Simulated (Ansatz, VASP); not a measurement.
# WS2: VASP beside Ansatz

The input INCAR:

```
SYSTEM = WS2
PREC = Accurate ; ENCUT = 520
EDIFF = 1E-7 ; ISMEAR = 0
SIGMA = 0.05 ; LREAL = .FALSE.
LASPH = .TRUE. ; NELM = 100
ALGO = Normal ; ISIF = 2
LWAVE = .FALSE. ; LCHARG = .FALSE.
GGA = PS ; NBANDS = 20
```

Contents of KPOINTS:

```
Automatic mesh
0
G
  12 12 12
  0 0 0
```

File POSCAR:

```
WS2
1.0
    1.6421603996      0.9481017488      5.6702636000
   -1.6421603996      0.9481017488      5.6702636000
    0.0000000000     -1.8962034976      5.6702636000
W S
1 2
Direct
    0.0000000000      0.0000000000      0.0000000000
    0.7503000000      0.7503000000      0.7503000000
    0.5810000000      0.5810000000      0.5810000000
```

Input for Ansatz:

```yaml
crystal:
  lattice:
    - [1.6421603996, 0.9481017488, 5.6702636]
    - [-1.6421603996, 0.9481017488, 5.6702636]
    - [0.0, -1.8962034976, 5.6702636]
  atoms:
    - { symbol: W, position: [0.0, 0.0, 0.0] }
    - { symbol: S, position: [0.7503, 0.7503, 0.7503] }
    - { symbol: S, position: [0.581, 0.581, 0.581] }
basis:
  ecutwfc: 420
kpoints:
  mp_grid: { grid: [12, 12, 12] }
hamiltonian:
  xc: pbesol
scf:
  occupations: { method: gaussian, width: 0.05 }
output:
  forces: true
  stress: true
  eigenvalues: true
```

Change from the starting cell: strain +0.040 along x and y, -0.080 along z, atoms carried along.

Alike in both runs: task single point; functional PBEsol; k mesh 12 × 12 × 12; occupations gaussian, width 0.05 eV; no spin polarisation.

|  | VASP | Ansatz |
| --- | --- | --- |
| version | VASP 6.6.1 | Ansatz 0.2.0 |
| potentials or method | VASP PAW PBE potentials, release 64 (W_sv, S), cutoff 520 eV | scalar-relativistic, plane waves, PAW |
| valence electrons in the cell | 26 | 26 |

```csv
,VASP,Ansatz,Ansatz less VASP
gap on the k mesh at the Fermi level (eV),none,none,-
pressure (GPa),1.7,1.5,-0.13
"traceless stress, the component that is largest in VASP (GPa)",14.55,14.46,-0.090
rms of the force components (eV/Å),0.789,0.777,-0.0118
```

VASP's potentials were made for PBE, not for PBEsol. Atom by atom the forces differ by 0.012 eV/Å (rms over components). A gap of «none» marks a metal or a gap that the smearing closes.

Spin-orbit coupling is off throughout.
